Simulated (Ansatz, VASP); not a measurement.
# One calculation of Be2ZnSe3, two programs

The input INCAR:

```
SYSTEM = Be2ZnSe3
ALGO = Normal
EDIFF = 1E-6
ENCUT = 520
GGA = PE
ISIF = 2
ISMEAR = 0
LASPH = .TRUE.
LCHARG = .TRUE.
LELF = .TRUE.
LREAL = .FALSE.
LVHAR = .TRUE.
LWAVE = .FALSE.
NBANDS = 46
NELM = 100
PREC = Accurate
SIGMA = 0.2
```

KPOINTS

```
k-points
0
G
  6 4 2
  0 0 0
```

The input POSCAR:

```
Be2ZnSe3
1.0
    0.0000000000      0.0000000000      3.3584273403
    3.0910267201     -5.5989395734      0.0000000000
    9.2730801604      5.5989395734      0.0000000000
Be Zn Se
4 2 6
Direct
    0.5000000000      0.5000000000      1.0000000000
    0.5000000000      0.0000000000      0.5000000000
    0.5000000000      0.7500000000      0.2500000000
    0.5000000000      0.2500000000      0.7500000000
    0.0000000000      0.5000000000      0.5000000000
    0.0000000000      1.0000000000      0.0000000000
    0.0000000000      0.6908876247      0.1030374584
    1.0000000000      0.1908876247      0.6030374584
    0.0000000000      0.8091123753      0.3969625416
    0.0000000000      0.3091123753      0.8969625416
    0.5000000000      0.2500000000      0.2500000000
    0.5000000000      0.7500000000      0.7500000000
```

Input for Ansatz:

```yaml
crystal:
  lattice:
    - [0.0, 0.0, 3.3584273403]
    - [3.0910267201, -5.5989395734, 0.0]
    - [9.2730801604, 5.5989395734, 0.0]
  atoms:
    - { symbol: Be, position: [0.5, 0.5, 1.0] }
    - { symbol: Be, position: [0.5, 0.0, 0.5] }
    - { symbol: Be, position: [0.5, 0.75, 0.25] }
    - { symbol: Be, position: [0.5, 0.25, 0.75] }
    - { symbol: Zn, position: [0.0, 0.5, 0.5] }
    - { symbol: Zn, position: [0.0, 1.0, 0.0] }
    - { symbol: Se, position: [0.0, 0.6908876247, 0.1030374584] }
    - { symbol: Se, position: [1.0, 0.1908876247, 0.6030374584] }
    - { symbol: Se, position: [0.0, 0.8091123753, 0.3969625416] }
    - { symbol: Se, position: [0.0, 0.3091123753, 0.8969625416] }
    - { symbol: Se, position: [0.5, 0.25, 0.25] }
    - { symbol: Se, position: [0.5, 0.75, 0.75] }
basis:
  ecutwfc: 420
kpoints:
  mp_grid: { grid: [6, 4, 2] }
hamiltonian:
  xc: pbe
scf:
  occupations: { method: gaussian, width: 0.2 }
  lower_state_search: "off"
output:
  forces: true
  stress: true
  eigenvalues: true
```

Alike in both runs: task single point; functional PBE; k mesh 6 × 4 × 2; occupations gaussian, width 0.2 eV; no spin polarisation.

|  | VASP | Ansatz |
| --- | --- | --- |
| version | VASP 6.6.1 | Ansatz 0.2.0 |
| potentials or method | VASP PAW PBE potentials, release 64 (Be, Zn, Se), cutoff 520 eV | scalar-relativistic, plane waves, PAW |
| valence electrons in the cell | 68 | 128 |

```csv
,VASP,Ansatz,Ansatz less VASP
gap on the k mesh at the Fermi level (eV),none,none,-
pressure (GPa),0.2,0.0,-0.16
"traceless stress, the component that is largest in VASP (GPa)",1.17,1.22,+0.049
rms of the force components (eV/Å),0.016,0.005,-0.0110
```

Atom by atom the forces differ by 0.011 eV/Å (rms over components). A gap of «none» marks a metal or a gap that the smearing closes. VASP's potentials hold 68 valence electrons a cell and Ansatz's 128, so a difference there can come from the potentials and not from the codes.
